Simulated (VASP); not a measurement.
**CdSiN2: single point with PBE**

CdSiN2:

```
Cd N Si
1.0
     3.17451    0.00000    0.00000
     0.00000    3.17451    0.00000
     0.00000    0.00000   10.61983
Cd N Si
2 4 2
Direct
  0.50000 0.00000 0.86129
  0.00000 0.50000 0.13871
  0.50000 0.50000 0.00000
  0.00000 0.00000 0.32417
  0.50000 0.50000 0.50000
  0.00000 0.00000 0.67583
  0.50000 0.00000 0.39565
  0.00000 0.50000 0.60435
```

```json
{
  "Program": "VASP 6.6.1",
  "Task": "single point",
  "Functional": "PBE",
  "Potentials or basis": "VASP PAW PBE potentials, release 64 (Cd_sv_GW, N, Si)",
  "Cutoff": "700 eV",
  "k mesh": "6 × 6 × 2",
  "Occupations": "fermi-dirac, width 0.02 eV",
  "Spin": "no spin polarisation",
  "Dipole correction": "no",
  "Further INCAR settings": "ALGO = Normal; EDIFF = 1e-06; NBANDS = 44"
}
```

```json
{"Pressure": "-8.2 GPa", "Largest force": "0.328 eV/Å", "Band gap on the k mesh": "zero (bands 34 and 35 overlap by 0.36 eV)"}
```

Forces in eV/Å, atoms in the order of the input:
```
Cd   0.000  0.000  0.265
Cd   0.000  0.000 -0.265
N    0.000  0.000  0.000
N    0.000  0.000  0.328
N    0.000  0.000  0.000
N    0.000  0.000 -0.328
Si   0.000  0.000 -0.015
Si   0.000  0.000  0.015
```

Stress tensor (GPa, compression positive):
```
-8.50  0.00  0.00
 0.00 -8.50  0.00
 0.00  0.00 -7.64
```

Levels at points of the mesh, in eV from the Fermi level:
```tsv
k point	band 30	band 31	band 32	band 33	band 34	band 35	band 36	band 37	band 38	band 39
(0.00, 0.00, 0.00)	-3.09	-2.84	-2.84	-1.42	-0.27	-0.27	-0.01	0.91	1.81	1.90
(0.50, 0.00, 0.00)	-4.84	-3.32	-2.87	-2.57	0.09	0.65	1.06	2.27	2.36	3.38
(0.50, 0.50, 0.00)	-4.52	-4.06	-2.82	-2.82	-2.53	0.14	1.44	2.77	3.81	4.12
(0.00, 0.00, 0.50)	-3.76	-2.83	-2.83	-0.48	-0.28	-0.28	-0.27	0.68	1.30	2.21
(0.50, 0.00, 0.50)	-4.34	-3.58	-3.04	-2.57	0.09	1.14	1.38	1.61	1.67	3.80
(0.50, 0.50, 0.50)	-4.51	-4.18	-2.82	-2.82	-2.63	0.55	2.02	2.14	2.65	4.31
```

It took 86 s on 1 thread of Intel(R) Xeon(R) 6975P-C (Granite Rapids), on a shared host, peak memory 0.34 GiB.

Caveat: the cell stands under tension; semilocal functionals underestimate gaps, and a narrow one can read as zero.
